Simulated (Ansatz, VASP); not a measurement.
**Ti: VASP beside Ansatz**

```
CELL_PARAMETERS angstrom
2.93580 0.00000 0.00000
-1.46790 2.54247 0.00000
0.00000 0.00000 4.63619
ATOMIC_POSITIONS crystal
Ti 0.33333 0.66667 0.25000
Ti 0.66667 0.33333 0.75000
```

Alike in both runs: task single point; functional r2SCAN; k mesh 24 × 24 × 14; occupations gaussian, width 0.15 eV; no spin polarisation.

|  | VASP | Ansatz |
| --- | --- | --- |
| version | VASP 6.6.1 | Ansatz 0.2.0 |
| potentials or method | VASP PAW PBE potentials, release 64 (Ti_sv), cutoff 520 eV | scalar-relativistic, plane waves, PAW |
| valence electrons in the cell | 24 | 24 |

|  | VASP | Ansatz | Ansatz less VASP |
| --- | --- | --- | --- |
| gap on the k mesh at the Fermi level (eV) | none | none | - |
| pressure (GPa) | 0.4 | 0.0 | -0.36 |

VASP's potentials were made for PBE, not for r2SCAN. A gap of «none» marks a metal or a gap that the smearing closes. The functional is the same, so the differences come from potentials, cutoffs and numerics.
